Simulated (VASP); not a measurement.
A run of VASP 6.6.1:

Contents of INCAR:

```
PREC     = Accurate       # precision mode
ENCUT    = 650            # plane-wave cutoff, eV
EDIFF    = 1E-8           # SCF threshold, eV
ISMEAR   = -1             # smearing method
SIGMA    = 0.08           # smearing width, eV
LREAL    = F              # projectors in reciprocal space
LASPH    = T              # aspherical terms in the spheres
NELM     = 120            # most SCF steps
ALGO     = Normal         # electronic algorithm
ISIF     = 2              # what is computed and relaxed
LWAVE    = F              # write WAVECAR
LCHARG   = F              # write CHGCAR
GGA      = PE             # functional
LEFG     = T            
NBANDS   = 12             # bands
GGA_COMPAT= F
```

KPOINTS

```
regular mesh
0
Gamma
  12 12 12
```

File POSCAR:

```
LiBr
1.0
    0.0000000000      2.7547921786      2.7547921786
    2.7547921786      0.0000000000      2.7547921786
    2.7547921786      2.7547921786      0.0000000000
Li Br
1 1
Direct
    0.0000000000      0.0000000000      0.0000000000
    0.5000000000      0.5000000000      0.5000000000
```

Potentials or basis: VASP PAW PBE potentials, release 64 (Li_sv, Br).

Launch:

```console
$ cat potpaw_PBE.64/Li_sv/POTCAR potpaw_PBE.64/Br/POTCAR > POTCAR
$ mpirun -np 1 vasp_std > vasp.out
```

Hardware: 1 thread of Intel Xeon 8259CL, with other jobs on the host.

Estimate the wall time of this run.

Wall time 65 s on 1 thread of Intel Xeon 8259CL, on a shared host, peak memory 0.2 GiB. Counts: scf iterations 16, k points 72.
